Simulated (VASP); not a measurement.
# TiAl (Pm-3m) in VASP: further runs, part 2 of 2

VASP 6.6.1. The steps go on from the part before.

**4. Single point, PBEsol**

File INCAR:

```
SYSTEM = TiAl
ALGO = Normal
EDIFF = 1E-6
ENCUT = 520
GGA = PS
ISIF = 2
ISMEAR = 0
LASPH = .TRUE.
LCHARG = .FALSE.
LREAL = .FALSE.
LWAVE = .FALSE.
NBANDS = 14
NELM = 80
PREC = Accurate
SIGMA = 0.15
```

File KPOINTS:

```
k-points
0
G
  20 20 20
  0 0 0
```

File POSCAR:

```
TiAl
1.0
    3.1564740774      0.0000000000      0.0000000000
    0.0000000000      3.1564740774      0.0000000000
    0.0000000000      0.0000000000      3.1564740774
Ti Al
1 1
Direct
    0.0000000000      0.0000000000      0.0000000000
    0.5000000000      0.5000000000      0.5000000000
```

Potentials or basis: VASP PAW PBE potentials, release 64 (Ti_sv, Al).

Run with:

```
> cat potpaw_PBE.64/Ti_sv/POTCAR potpaw_PBE.64/Al/POTCAR > POTCAR
> mpirun -np 1 vasp_std > vasp.out
```

OUTCAR:

```text
SYSTEM = TiAl
   EDIFF = 1E-6
   ENCUT = 520
   GGA = PS
   ISIF = 2
   ISMEAR = 0
   LASPH = .TRUE.
   LREAL = .FALSE.
   NELM = 80
   PREC = Accurate

 ion  position               nearest neighbor table
   1  0.000  0.000  0.000-   2 2.73   2 2.73   2 2.73   2 2.73   2 2.73   2 2.73   2 2.73   2 2.73

   2  0.500  0.500  0.500-   1 2.73   1 2.73   1 2.73   1 2.73   1 2.73   1 2.73   1 2.73   1 2.73

  LATTYP: Found a simple cubic cell.
 ALAT       =     3.1564740774

  Lattice vectors:

 A1 = (   3.1564740774,   0.0000000000,   0.0000000000)
 A2 = (   0.0000000000,   3.1564740774,   0.0000000000)
 A3 = (   0.0000000000,   0.0000000000,   3.1564740774)

Analysis of symmetry for initial positions (statically):
=====================================================================
 Subroutine PRICEL returns:
 Original cell was already a primitive cell.

 Routine SETGRP: Setting up the symmetry group for a
 simple cubic supercell.

 Subroutine GETGRP returns: Found 48 space group operations
 (whereof 48 operations were pure point group operations)
 out of a pool of 48 trial point group operations.

The static configuration has the point symmetry O_h .

Analysis of symmetry for dynamics (positions and initial velocities):
=====================================================================
 Subroutine PRICEL returns:
 Original cell was already a primitive cell.

 Routine SETGRP: Setting up the symmetry group for a
 simple cubic supercell.

 Subroutine GETGRP returns: Found 48 space group operations
 (whereof 48 operations were pure point group operations)
 out of a pool of 48 trial point group operations.

The dynamic configuration has the point symmetry O_h .

 Subroutine INISYM returns: Found 48 space group operations
 (whereof 48 operations are pure point group operations),
 and found     1 'primitive' translations

----------------------------------------------------------------------------------------

                                     Primitive cell

  volume of cell :      31.4490

  direct lattice vectors                    reciprocal lattice vectors
[... 115 lines left out ...]
   IVDW    =     0    specifies the selected vdW correction
   LEPSILON=     F    determine dielectric tensor
   LRPA    =     F    only Hartree local field effects (RPA)
 non-spin polarized calculation
 Gauss-broadening in eV      SIGMA  =   0.15
  energy-cutoff  :      520.00
  volume of cell :       31.45
 maximum number of plane-waves:       876
 NGX is ok and might be reduce to    24
   NGX = 11   NGY = 11   NGZ = 11

 number of electron      14.9999993 magnetization

 Free energy of the ion-electron system (eV)
  ---------------------------------------------------
  ext. energy  EPLUGINS =         0.00000000
  ---------------------------------------------------
  free energy    TOTEN  =       -12.98098467 eV

  energy without entropy =      -12.95370441  energy(sigma->0) =      -12.96734454

 E-fermi :   8.9031     XC(G=0): -11.2827

 val. band max:        8.8947198441   @ k =   0.3000   0.3000   0.0500
 cond. band min:       8.9052278440   @ k =   0.3500   0.3000   0.2000
 fundamental gap:      0.0105080000
 Fermi energy:         8.9031496767

 k-point     1 :       0.0000    0.0000    0.0000
  band No.  band energies     occupation
      1     -47.7166      2.00000
      2     -24.0167      2.00000
      3     -24.0167      2.00000
      4     -24.0167      2.00000
      5      -0.4490      2.00000
      6       7.4173      2.00000
      7       7.4173      2.00000
      8      10.7411      0.00000
      9      10.7411      0.00000
     10      10.7411      0.00000
     11      13.4248      0.00000
     12      13.4248      0.00000
     13      13.4248      0.00000
     14      17.8711      0.00000
[... 377 lines left out ...]
      1     -47.7093      2.00000
      2     -24.0804      2.00000
      3     -24.0287      2.00000
      4     -24.0093      2.00000
      5       0.3453      2.00000
      6       6.9973      2.00000
      7       7.6383      2.00000
      8       9.6560      0.00000
      9       9.9634      0.00000
     10      10.6298      0.00000
     11      12.2120      0.00000
     12      13.9634      0.00000
     13      14.9931      0.00000
     14      17.4266      0.00000

 [... further k-points ...]
[... 5 lines left out ...]
  --------------------------------------------------------------------------------------
  -------------------------------------------------------------------------------------
  Total        0.0026863      0.0026863      0.0026863     -0.0000000     -0.0000000      0.0000000
  in kB        0.1368550      0.1368550      0.1368550     -0.0000000     -0.0000000      0.0000000
  external PRESSURE =       0.1368550 kB  Pullay stress =       0.0000000 kB

 VOLUME and BASIS-vectors are now :
 -----------------------------------------------------------------------------
  energy-cutoff  :      520.00
  volume of cell :       31.45
      direct lattice vectors                 reciprocal lattice vectors
     3.156474077  0.000000000  0.000000000     0.316809191  0.000000000  0.000000000
     0.000000000  3.156474077  0.000000000     0.000000000  0.316809191  0.000000000
     0.000000000  0.000000000  3.156474077     0.000000000  0.000000000  0.316809191

 POSITION                                       TOTAL-FORCE (eV/Angst)
 -----------------------------------------------------------------------------------
      0.00000      0.00000      0.00000         0.000000      0.000000      0.000000
      1.57824      1.57824      1.57824         0.000000      0.000000      0.000000
 -----------------------------------------------------------------------------------
    total drift:                               -0.000000      0.000000      0.000000

  FREE ENERGIE OF THE ION-ELECTRON SYSTEM (eV)
  ---------------------------------------------------
  free  energy   TOTEN  =       -12.9809846683 eV

  energy  without entropy=      -12.9537044066  energy(sigma->0) =      -12.96734454
```

OSZICAR:

```text
N       E                     dE             d eps       ncg     rms          rms(c)
DAV:   1     0.100708211697E+03    0.10071E+03   -0.71016E+03  8020   0.109E+03
DAV:   2    -0.901544617381E+01   -0.10972E+03   -0.10564E+03  8242   0.301E+02
DAV:   3    -0.145339280070E+02   -0.55185E+01   -0.53545E+01 12212   0.651E+01
DAV:   4    -0.147040652032E+02   -0.17014E+00   -0.16960E+00  8964   0.100E+01
DAV:   5    -0.147104565053E+02   -0.63913E-02   -0.63890E-02 11526   0.185E+00    0.104E+01
DAV:   6    -0.130540292739E+02    0.16564E+01   -0.51470E+00  9084   0.313E+01    0.281E+00
DAV:   7    -0.129934487986E+02    0.60580E-01   -0.39495E-01  8870   0.832E+00    0.180E+00
DAV:   8    -0.129833255121E+02    0.10123E-01   -0.55158E-02 10738   0.233E+00    0.562E-01
DAV:   9    -0.129808571908E+02    0.24683E-02   -0.99552E-03  9370   0.138E+00    0.181E-01
DAV:  10    -0.129809851105E+02   -0.12792E-03   -0.33595E-04  8946   0.206E-01    0.700E-02
DAV:  11    -0.129809849343E+02    0.17619E-06   -0.18355E-04 11220   0.137E-01    0.102E-02
DAV:  12    -0.129809846683E+02    0.26604E-06   -0.53243E-06  9048   0.231E-02
   1 F= -.12980985E+02 E0= -.12967345E+02  d E =-.272803E-01
```

stdout:

```text
POSCAR found type information on POSCAR TiAl
 POSCAR found :  2 types and       2 ions
 scaLAPACK will be used
 -----------------------------------------------------------------------------
|                                                                             |
|                                                                             |
|     You enforced a specific xc type in the INCAR file but a different       |
|     I HOPE YOU KNOW WHAT YOU ARE DOING!                                     |
|                                                                             |
 -----------------------------------------------------------------------------

 LDA part: xc-table for (Slater+PW92), standard interpolation
 POSCAR, INCAR and KPOINTS ok, starting setup
 FFT: planning ... GRIDC
 FFT: planning ... GRID_SOFT
 FFT: planning ... GRID
 WAVECAR not read
 entering main loop
```

Run time: 24 s. Hardware: 1 thread of Intel Xeon 6975P-C (Granite Rapids), shared host; peak memory 0.24 GiB.

What came out:

```yaml
Free_energy: -12.9810 eV
Pressure: 0.0 GPa
```

Caveat: the PAW data sets were made with another functional, which shifts forces and pressure a little.

**5. Overview**

```tsv
k mesh	smearing	gap on the mesh (eV)	pressure (GPa)
14 × 14 × 14	gaussian 0.1 eV	none	0.0
22 × 22 × 22	gaussian 0.15 eV	none	0.1
20 × 20 × 20	gaussian 0.15 eV	none	0.0
```

Alike in all rows: task single point; level PBEsol; potentials or basis VASP PAW PBE potentials, release 64 (Ti_sv, Al); no spin polarisation; cell a = 3.156 Å, 2 atoms; cutoff (eV) 520.

Every run on the cell as given and a fine mesh finds a metal.

Caveats: the PAW data sets were made with another functional, which shifts forces and pressure a little.

Absolute energies hang on the potentials; compare differences alone.
